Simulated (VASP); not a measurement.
Runs of VASP 6.6.1 on BiTe. The structure is that of space group P-6m2 (No. 187), or close to it. The cells are those of the table. 

```tsv
level	potentials or basis	cell	gap on the mesh (eV)	pressure (GPa)
PBE	VASP PAW PBE potentials, release 64 (Bi_d, Te)	a = 4.225, b = 4.225, c = 4.455 Å, angles 90.0, 90.0, 120.0°, 2 atoms	none	-1.6
PBE	VASP PAW PBE potentials, release 64 (Bi_d, Te)	a = 4.070, b = 4.070, c = 4.431 Å, angles 90.0, 90.0, 120.0°, 2 atoms	none	1.8
LDA	VASP PAW LDA potentials, release 64 (Bi_d, Te)	a = 4.150, b = 4.150, c = 4.441 Å, angles 90.0, 90.0, 120.0°, 2 atoms	none	(a)
PBE	VASP PAW PBE potentials, release 64 (Bi_d, Te)	a = 4.109, b = 4.109, c = 4.438 Å, angles 90.0, 90.0, 120.0°, 2 atoms	none	(b)
PBE	VASP PAW PBE potentials, release 64 (Bi_d, Te)	a = 4.150, b = 4.150, c = 4.441 Å, angles 90.0, 90.0, 120.0°, 2 atoms	none	0.0
```

Alike in all rows: task single point; no spin polarisation; k mesh 10 × 10 × 8; cutoff (eV) 500; smearing gaussian 0.05 eV.

**Question.** Estimate the missing entries.

**Answer.** (a) -3.6; (b) 0.8.

Caveats: spin-orbit coupling is left out, which moves the levels of the heavy elements.

A k mesh can miss the band edges, and the runs leave out spin-orbit coupling on Bi, Te.

A gap of «none» marks levels without a gap at the run's occupations.
